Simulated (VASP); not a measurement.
Set up this calculation in VASP 6.6.1, as the native input.

```
Task                   : single point
Functional             : PBE
Potentials or basis    : VASP PAW PBE potentials, release 64 (Zn, Cu)
Cutoff                 : 520 eV
k mesh                 : 8 × 8 × 8
Occupations            : fermi-dirac, width 0.05 eV
Spin                   : no spin polarisation
Dipole correction      : no
Further INCAR settings : ALGO = Normal; EDIFF = 1e-07; NBANDS = 18
```

The structure of ZnCu lies in POSCAR:

```
ZnCu
1.0
    2.8861000000      0.0000000000      0.0000000000
    0.0000000000      2.8861000000      0.0000000000
    0.0000000000      0.0000000000      2.9450000000
Zn Cu
1 1
Direct
    0.5000000000      0.5000000000      0.5000000000
    0.0000000000      0.0000000000      0.0000000000
```

One way to write it, as run:

INCAR

```
PREC = Accurate
ENCUT = 520
EDIFF = 1E-7
ISMEAR = -1
SIGMA = 0.05
LREAL = F
LASPH = T
NELM = 100
ALGO = Normal
ISIF = 2
LWAVE = F
LCHARG = F
GGA = PE
NBANDS = 18
```

KPOINTS

```
regular mesh
0
Gamma
  8 8 8
```

Potentials or basis: VASP PAW PBE potentials, release 64 (Zn, Cu).

Command:

```console
$ cat potpaw_PBE.64/Zn/POTCAR potpaw_PBE.64/Cu/POTCAR > POTCAR
$ mpirun -np 1 vasp_std > vasp.out
```

It gave:

The pressure is 8.8 GPa.

Wall time 33 s on 1 thread of Intel Xeon 8259CL, on a shared host, peak memory 0.16 GiB.
